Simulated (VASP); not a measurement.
# LiCl (R-3m) in VASP: settings compared

Aim: see how the results for LiCl move with the level of theory and the settings. Levels: r2SCAN, HSE06. Tasks: single point.

All numbers are computed with VASP 6.6.1; they aren't measurements. Logs are shortened: lines on timing, memory, paths and dates and some standing lists are left out, and cuts for length are marked.

## Step 1: The cell of the first run

The structure is trigonal, space group R-3m (No. 166). Conventional cell: a = 3.615 Å, b = 3.615 Å, c = 9.146 Å, α = 90.00°, β = 90.00°, γ = 120.00°. Within 3.4 Å of Li (site symmetry -3m) lie 6 Cl at 2.58 Å. Cl (site symmetry -3m) has 6 Li at 2.58 Å within 3.4 Å.

## Step 2: Single point, r2SCAN (strain along [111] +3.3%)

Input file POSCAR:

```
LiCl
1.0
    0.0560624114      2.6120994039      2.6120994039
    2.6120994039      0.0560624114      2.6120994039
    2.6120994039      2.6120994039      0.0560624114
Li Cl
1 1
Direct
    0.0000000000      0.0000000000      0.0000000000
    0.5000000000      0.5000000000      0.5000000000
```

Input file INCAR.step1:

```
PREC     = Accurate       # precision mode
ENCUT    = 520            # plane-wave cutoff, eV
ISMEAR   = 0              # smearing method
SIGMA    = 0.01           # smearing width, eV
LREAL    = F              # projectors in reciprocal space
LASPH    = T              # aspherical terms in the spheres
NELM     = 80             # most SCF steps
NBANDS   = 12             # bands
GGA      = PE             # functional
ALGO     = Normal         # electronic algorithm
EDIFF    = 1E-4           # SCF threshold, eV
LWAVE    = T              # write WAVECAR
LCHARG   = F              # write CHGCAR
```

Input file INCAR.step2:

```
PREC     = Accurate       # precision mode
ENCUT    = 520            # plane-wave cutoff, eV
EDIFF    = 1E-6           # SCF threshold, eV
ISMEAR   = 0              # smearing method
SIGMA    = 0.01           # smearing width, eV
LREAL    = F              # projectors in reciprocal space
LASPH    = T              # aspherical terms in the spheres
NELM     = 80             # most SCF steps
ALGO     = Normal         # electronic algorithm
ISIF     = 2              # what is computed and relaxed
LWAVE    = F              # write WAVECAR
LCHARG   = T              # write CHGCAR
METAGGA  = R2SCAN         # meta-GGA
LMIXTAU  = T            
LELF     = T              # ELF
LVHAR    = T            
NBANDS   = 12             # bands
ISTART   = 1
```

Input file KPOINTS:

```
Automatic mesh
0
Gamma
  8 8 8
```

Potentials or basis: VASP PAW PBE potentials, release 64 (Li_sv, Cl).

Started as:

```
cat potpaw_PBE.64/Li_sv/POTCAR potpaw_PBE.64/Cl/POTCAR > POTCAR
cp INCAR.step1 INCAR
mpirun -np 1 vasp_std > vasp.out
cp INCAR.step2 INCAR
mpirun -np 1 vasp_std > vasp.out
```

OUTCAR:

```text
PREC = Accurate
   ENCUT = 520
   EDIFF = 1E-6
   ISMEAR = 0
   LREAL = F
   LASPH = T
   NELM = 80
   ISIF = 2
   METAGGA = R2SCAN
   ISTART = 1

 ion  position               nearest neighbor table
   1  0.000  0.000  0.000-   2 2.58   2 2.58   2 2.58   2 2.58   2 2.58   2 2.58
   2  0.500  0.500  0.500-   1 2.58   1 2.58   1 2.58   1 2.58   1 2.58   1 2.58

  LATTYP: Found a trigonal (rhomboedric) cell.
 ALAT       =     3.6944917899
 COS(alpha) =     0.5213425110

  Lattice vectors:

 A1 = (   0.0560624114,   2.6120994039,   2.6120994039)
 A2 = (   2.6120994039,   0.0560624114,   2.6120994039)
 A3 = (   2.6120994039,   2.6120994039,   0.0560624114)

Analysis of symmetry for initial positions (statically):
=====================================================================
 Subroutine PRICEL returns:
 Original cell was already a primitive cell.

 Routine SETGRP: Setting up the symmetry group for a
 trigonal (rhombohedral) supercell.

 Subroutine GETGRP returns: Found 12 space group operations
 (whereof 12 operations were pure point group operations)
 out of a pool of 12 trial point group operations.

The static configuration has the point symmetry D_3d.

Analysis of symmetry for dynamics (positions and initial velocities):
=====================================================================
 Subroutine PRICEL returns:
 Original cell was already a primitive cell.

 Routine SETGRP: Setting up the symmetry group for a
 trigonal (rhombohedral) supercell.

 Subroutine GETGRP returns: Found 12 space group operations
 (whereof 12 operations were pure point group operations)
 out of a pool of 12 trial point group operations.

The dynamic configuration has the point symmetry D_3d.

 Subroutine INISYM returns: Found 12 space group operations
 (whereof 12 operations are pure point group operations),
 and found     1 'primitive' translations

----------------------------------------------------------------------------------------

                                     Primitive cell

  volume of cell :      34.4977

  direct lattice vectors                    reciprocal lattice vectors
     0.056062411  2.612099404  2.612099404    -0.197692240  0.193538405  0.193538405
     2.612099404  0.056062411  2.612099404     0.193538405 -0.197692240  0.193538405
     2.612099404  2.612099404  0.056062411     0.193538405  0.193538405 -0.197692240

  length of vectors
     3.694491790  3.694491790  3.694491790     0.337633603  0.337633603  0.337633603

  position of ions in fractional coordinates (direct lattice)
     0.000000000  0.000000000  0.000000000
     0.500000000  0.500000000  0.500000000

  ion indices of the primitive-cell ions
   primitive index   ion index
                 1           1
                 2           2

----------------------------------------------------------------------------------------

 KPOINTS: Automatic mesh

Automatic generation of k-mesh.
 Grid dimensions read from file:
 generate k-points for:    8    8    8

 Generating k-lattice:

  Cartesian coordinates                     Fractional coordinates (reciprocal lattice)
    -0.024711530  0.024192301  0.024192301     0.125000000  0.000000000 -0.000000000
     0.024192301 -0.024711530  0.024192301     0.000000000  0.125000000 -0.000000000
     0.024192301  0.024192301 -0.024711530     0.000000000  0.000000000  0.125000000

  Length of vectors
     0.042204200  0.042204200  0.042204200

  Shift w.r.t. Gamma in fractional coordinates (k-lattice)
     0.000000000  0.000000000  0.000000000

 Subroutine IBZKPT returns following result:
 ===========================================

 Found     65 irreducible k-points:

 Following reciprocal coordinates:
            Coordinates               Weight
  0.000000  0.000000  0.000000      1.000000
  0.125000  0.000000  0.000000      6.000000
  0.250000  0.000000  0.000000      6.000000
  0.375000  0.000000 -0.000000      6.000000
  0.500000  0.000000  0.000000      3.000000
  0.125000  0.125000 -0.000000      6.000000
[... 16 lines left out ...]
  0.250000  0.125000  0.125000      6.000000
  0.375000  0.125000  0.125000      6.000000
 [... further k-points ...]
   k-points           NKPTS =     65   k-points in BZ     NKDIM =     65   number of bands    NBANDS=     12
   number of dos      NEDOS =    301   number of ions     NIONS =      2
   total plane-waves  NPLWV =  21952
   dimension x,y,z NGX =    28 NGY =   28 NGZ =   28
   dimension x,y,z NGXF=    56 NGYF=   56 NGZF=   56
   ions per type =               1   1
   NGX,Y,Z   is equivalent  to a cutoff of  12.60, 12.60, 12.60 a.u.
   NGXF,Y,Z  is equivalent  to a cutoff of  25.20, 25.20, 25.20 a.u.
 SYSTEM =  unknown system
   PREC   = accura    normal or accurate (medium, high low for compatibility)
   ISTART =      1    job   : 0-new  1-cont  2-samecut
   ICHARG =      0    charge: 1-file 2-atom 10-const
   ISPIN  =      1    spin polarized calculation?
   LNONCOLLINEAR =      F non collinear calculations
   LSORBIT =      F    spin-orbit coupling
   LASPH  =      T    aspherical Exc in radial PAW
   ENCUT  =  520.0 eV  38.22 Ry    6.18 a.u.   6.87  6.87  6.87*2*pi/ulx,y,z
   NELM   =     80;   NELMIN=  2; NELMDL=  0     # of ELM steps
   EDIFF  = 0.1E-05   stopping-criterion for ELM
   LREAL  =      F    real-space projection
   EDIFFG = 0.1E-04   stopping-criterion for IOM
   NSW    =      0    number of steps for IOM
   IBRION =     -1    ionic relax: 0-MD 1-quasi-New 2-CG
   NFREE  =      0    steps in history (QN), initial steepest desc. (CG)
   ISIF   =      2    stress and relaxation
   ISYM   =      2    0-nonsym 1-usesym 2-fastsym
   POTIM  = 0.5000    time-step for ionic-motion
   TEBEG  =    0.0;   TEEND  =   0.0 temperature during run
   PSTRESS=    0.0 pullay stress
   NELECT =      10.0000    total number of electrons
   NUPDOWN=      -1.0000    fix difference up-down
   EMIN   =  10.00;   EMAX   =-10.00  energy-range for DOS
   EFERMI =   0.00;   METHOD = LEGACY
   ISMEAR =     0;   SIGMA  =   0.01  broadening in eV -4-tet -1-fermi 0-gaus
   EFERMI_NEDOS =   21; number of points for ismear=-14 and -15
   IALGO  =     38    algorithm
   IMIX   =      4    mixing-type and parameters
     AMIX     =   0.40;   BMIX     =  1.00
     AMIX_MAG =   1.60;   BMIX_MAG =  1.00
  volume/ion in A,a.u.               =      17.25       116.40
  Fermi-wavevector in a.u.,A,eV,Ry     =   1.083457  2.047436 15.971589  1.173879
  Thomas-Fermi vector in A             =   2.219523
   LORBIT       =      0    0 simple, 1 ext, 2 COOP (PROOUT), +10 PAW based schemes
   METAGGA = R2SCAN    functional components
   LHFCALC =     F    Hartree Fock is set to
   AEXX    =    0.0000 exact exchange contribution
   IVDW    =     0    specifies the selected vdW correction
   LEPSILON=     F    determine dielectric tensor
   LRPA    =     F    only Hartree local field effects (RPA)
 non-spin polarized calculation
 Gauss-broadening in eV      SIGMA  =   0.01
  energy-cutoff  :      520.00
  volume of cell :       34.50
 maximum number of plane-waves:       946
   NGX = 13   NGY = 13   NGZ = 13

 number of electron      10.0000006 magnetization

 Free energy of the ion-electron system (eV)
  ---------------------------------------------------
  ext. energy  EPLUGINS =         0.00000000
  ---------------------------------------------------
  free energy    TOTEN  =       -12.57688166 eV

  energy without entropy =      -12.57688166  energy(sigma->0) =      -12.57688166

 E-fermi :   0.1527     XC(G=0):  -9.0609

 val. band max:        0.0949798107   @ k =   0.0000   0.0000   0.0000
 cond. band min:       7.1736534134   @ k =   0.0000   0.0000   0.0000
 fundamental gap:      7.0786736027
 Fermi energy:         0.1527490644

 k-point     1 :       0.0000    0.0000    0.0000
  band No.  band energies     occupation
      1     -44.8306      2.00000
      2     -13.8802      2.00000
      3      -0.1080      2.00000
      4       0.0950      2.00000
      5       0.0950      2.00000
      6       7.1737      0.00000
      7      12.3336      0.00000
      8      12.8498      0.00000
      9      12.8498      0.00000
     10      15.3573      0.00000
     11      15.3573      0.00000
     12      15.6409      0.00000

 k-point     2 :       0.1250    0.0000    0.0000
  band No.  band energies     occupation
      1     -44.8302      2.00000
      2     -13.8039      2.00000
      3      -0.4436      2.00000
      4      -0.1171      2.00000
      5       0.0453      2.00000
      6       7.6169      0.00000
      7      11.9863      0.00000
      8      12.4298      0.00000
      9      12.7743      0.00000
     10      13.8013      0.00000
     11      14.0277      0.00000
     12      16.1473      0.00000

 k-point     3 :       0.2500    0.0000    0.0000
  band No.  band energies     occupation
      1     -44.8294      2.00000
      2     -13.6097      2.00000
      3      -1.4791      2.00000
      4      -0.2093      2.00000
      5      -0.0687      2.00000
      6       7.9973      0.00000
      7      11.3652      0.00000
      8      11.6069      0.00000
      9      11.8743      0.00000
     10      14.4968      0.00000
     11      14.9468      0.00000
     12      16.6706      0.00000
[... 286 lines left out ...]
 k-point    23 :       0.2500    0.1250    0.1250
  band No.  band energies     occupation
      1     -44.8298      2.00000
      2     -13.7009      2.00000
      3      -1.0076      2.00000
      4      -0.3590      2.00000
      5       0.0713      2.00000
      6       8.2235      0.00000
      7      11.1905      0.00000
      8      12.1823      0.00000
      9      12.2073      0.00000
     10      13.4763      0.00000
     11      15.2756      0.00000
     12      16.7128      0.00000

 k-point    24 :       0.3750    0.1250    0.1250
  band No.  band energies     occupation
      1     -44.8289      2.00000
      2     -13.4978      2.00000
      3      -1.7772      2.00000
      4      -0.7149      2.00000
      5      -0.0461      2.00000
      6       8.4766      0.00000
      7      10.9226      0.00000
      8      11.1772      0.00000
      9      11.9807      0.00000
     10      14.6819      0.00000
     11      16.5922      0.00000
     12      17.4530      0.00000

 [... further k-points ...]
[... 5 lines left out ...]
  --------------------------------------------------------------------------------------
  -------------------------------------------------------------------------------------
  Total       -0.3345770     -0.3345770     -0.3345770     -0.1327495     -0.1327495     -0.1327495
  in kB      -15.5387809    -15.5387809    -15.5387809     -6.1652923     -6.1652923     -6.1652923
  external PRESSURE =     -15.5387809 kB  Pullay stress =       0.0000000 kB

 VOLUME and BASIS-vectors are now :
 -----------------------------------------------------------------------------
  energy-cutoff  :      520.00
  volume of cell :       34.50
      direct lattice vectors                 reciprocal lattice vectors
     0.056062411  2.612099404  2.612099404    -0.197692240  0.193538405  0.193538405
     2.612099404  0.056062411  2.612099404     0.193538405 -0.197692240  0.193538405
     2.612099404  2.612099404  0.056062411     0.193538405  0.193538405 -0.197692240

 POSITION                                       TOTAL-FORCE (eV/Angst)
 -----------------------------------------------------------------------------------
      0.00000      0.00000      0.00000         0.000000     -0.000000      0.000000
      2.64013      2.64013      2.64013        -0.000000      0.000000     -0.000000
 -----------------------------------------------------------------------------------
    total drift:                                0.000000      0.000000      0.000000

  FREE ENERGIE OF THE ION-ELECTRON SYSTEM (eV)
  ---------------------------------------------------
  free  energy   TOTEN  =       -12.5768816609 eV

  energy  without entropy=      -12.5768816609  energy(sigma->0) =      -12.57688166
```

Run time: 2.4 min. Hardware: 1 thread of AMD EPYC 7R43 (Zen 3), shared host; peak memory 0.13 GiB.

What came out:

- Free energy: -12.5769 eV
- Band gap on the k mesh: 7.08 eV, direct

Caveat: the cell differs from its parent crystal (strain along [111] +3.3%); the cutoff is under 1.25 times the usual one of these potentials, so pressure, stress and relaxed cells hold a basis-set (Pulay) error; the PAW data sets were made with another functional, which shifts forces and pressure a little.

## Step 3: Single point, HSE06 (strain along [111] +3.3%)

POSCAR is that of step 2.

Input file INCAR.step1:

```
PREC     = Accurate       # precision mode
ENCUT    = 520            # plane-wave cutoff, eV
EDIFF    = 1E-5           # SCF threshold, eV
ISMEAR   = 0              # smearing method
SIGMA    = 0.01           # smearing width, eV
LREAL    = False          # projectors in reciprocal space
LASPH    = True           # aspherical terms in the spheres
NELM     = 60             # most SCF steps
ALGO     = Normal         # electronic algorithm
ISIF     = 2              # what is computed and relaxed
LWAVE    = True           # write WAVECAR
LCHARG   = False          # write CHGCAR
NBANDS   = 12             # bands
GGA      = PE             # functional
```

Input file INCAR.step2:

```
PREC     = Accurate       # precision mode
ENCUT    = 520            # plane-wave cutoff, eV
EDIFF    = 1E-7           # SCF threshold, eV
ISMEAR   = 0              # smearing method
SIGMA    = 0.01           # smearing width, eV
LREAL    = False          # projectors in reciprocal space
LASPH    = True           # aspherical terms in the spheres
NELM     = 60             # most SCF steps
ALGO     = Normal         # electronic algorithm
ISIF     = 2              # what is computed and relaxed
LWAVE    = False          # write WAVECAR
LCHARG   = False          # write CHGCAR
GGA      = PE             # functional
LHFCALC  = True           # exact exchange
HFSCREEN = 0.2079         # screening, 1/A
PRECFOCK = Normal       
NBANDS   = 12             # bands
ISTART   = 1
```

Input file KPOINTS:

```
regular mesh
0
Gamma
  6 6 6
```

Potentials or basis: VASP PAW PBE potentials, release 64 (Li_sv, Cl).

Started as:

```
cat potpaw_PBE.64/Li_sv/POTCAR potpaw_PBE.64/Cl/POTCAR > POTCAR
cp INCAR.step1 INCAR
mpirun -np 1 vasp_std > vasp.out
cp INCAR.step2 INCAR
mpirun -np 1 vasp_std > vasp.out
```

It took 28 min on 1 thread of AMD EPYC 7R43 (Zen 3), shared host; peak memory 0.23 GiB.

The run converged. Its results:

* Free energy: -8.4523 eV
* Band gap on the k mesh: 7.52 eV, direct

Levels at points of the mesh, in eV from the valence-band top:
```
           k point  band 1  band 2  band 3  band 4  band 5  band 6  band 7  band 8  band 9  band 10
(0.00, 0.00, 0.00)  -46.39  -14.65   -0.20    0.00    0.00    7.52   13.02   13.56   13.56    15.92
(0.50, 0.00, 0.00)  -46.39  -14.04   -3.01   -0.42   -0.32    7.97   10.71   10.98   14.48    18.22
(0.50, 0.50, 0.00)  -46.38  -13.81   -3.07   -1.31   -1.11    9.14    9.62   13.83   15.59    15.65
(0.50, 0.50, 0.50)  -46.39  -14.11   -3.04   -0.24   -0.24    8.19   11.15   11.15   14.13    18.47
```

Caveat: the cell differs from its parent crystal (strain along [111] +3.3%); the cutoff is under 1.25 times the usual one of these potentials, so pressure, stress and relaxed cells hold a basis-set (Pulay) error; the PAW data sets were made with another functional, which shifts forces and pressure a little.
